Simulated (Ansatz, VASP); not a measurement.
# K4H in VASP and in Ansatz

```xyz
5
Lattice="5.5973 0.0000 0.0000 0.0000 5.5973 0.0000 0.0000 0.0000 7.9924" Properties=species:S:1:pos:R:3 pbc="T T T"
K     2.7986    0.0000    1.8430
K     0.0000    2.7986    6.1494
K     2.7986    0.0000    6.1494
K     0.0000    2.7986    1.8430
H     0.0000    0.0000    0.0000
```

Change from the starting cell: ordered vacancies on the anion sites of antifluorite (P4/mmm, No. 123).

Alike in both runs: functional PBE; k mesh 8 × 8 × 6; occupations gaussian, width 0.1 eV; no spin polarisation.

Ansatz relaxed the structure, and its values are those at the end. VASP's run is a single point on that final structure, the one shown.

|  | VASP | Ansatz |
| --- | --- | --- |
| version | VASP 6.6.1 | Ansatz 0.2.0 |
| potentials or method | VASP PAW PBE potentials, release 64 (K_sv, H), cutoff 520 eV | scalar-relativistic, plane waves, PAW |
| valence electrons in the cell | 37 | 37 |

```csv
,VASP,Ansatz,Ansatz less VASP
gap on the k mesh at the Fermi level (eV),none,none,-
pressure (GPa),0.0,0.0,+0.01
```

A gap of «none» marks a metal or a gap that the smearing closes.
